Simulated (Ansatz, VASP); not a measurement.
Two plane-wave programs on Pt

INCAR

```
ALGO = Fast ; EDIFF = 1E-6
ENCUT = 520 ; GGA = PE
ISIF = 2 ; ISMEAR = 0
LASPH = T ; LCHARG = F
LREAL = F ; LWAVE = F
NBANDS = 11 ; NELM = 60
PREC = Accurate ; SIGMA = 0.15
```

The input KPOINTS:

```
k-points
0
Gamma
  26 26 26
```

File POSCAR:

```
Pt
1.0
    0.0000000000      1.9354286780      2.0843078071
    1.9354286780      0.0000000000      2.0843078071
    1.9354286780      1.9354286780      0.0000000000
Pt
1
Direct
    0.0000000000      0.0000000000      0.0000000000
```

Input for Ansatz:

```yaml
crystal:
  lattice:
    - [0.0, 1.935428678, 2.0843078071]
    - [1.935428678, 0.0, 2.0843078071]
    - [1.935428678, 1.935428678, 0.0]
  atoms:
    - { symbol: Pt, position: [0.0, 0.0, 0.0] }
basis:
  ecutwfc: 420
kpoints:
  mp_grid: { grid: [26, 26, 26] }
hamiltonian:
  xc: pbe
scf:
  occupations: { method: gaussian, width: 0.15 }
output:
  forces: true
  stress: true
  eigenvalues: true
```

Change from the starting cell: strain -0.025 along x and y, +0.050 along z, atoms carried along.

Alike in both runs: task single point; functional PBE; k mesh 26 × 26 × 26; occupations gaussian, width 0.15 eV; no spin polarisation.

|  | VASP | Ansatz |
| --- | --- | --- |
| version | VASP 6.6.1 | Ansatz 0.2.0 |
| potentials or method | VASP PAW PBE potentials, release 64 (Pt), cutoff 520 eV | scalar-relativistic, plane waves, PAW |
| valence electrons in the cell | 10 | 18 |

VASP gave:

- gap on the k mesh at the Fermi level (eV): none
- pressure (GPa): 0.7
- traceless stress, the component that is largest in VASP (GPa): -5.39

**Question.** Estimate Ansatz's values.

**Answer.** gap on the k mesh at the Fermi level (eV): none; pressure (GPa): 1.2; traceless stress, the component that is largest in VASP (GPa): -5.44.

A gap of «none» marks a metal or a gap that the smearing closes. VASP's potentials hold 10 valence electrons a cell and Ansatz's 18, so a difference there can come from the potentials and not from the codes.

Spin-orbit coupling is off throughout.
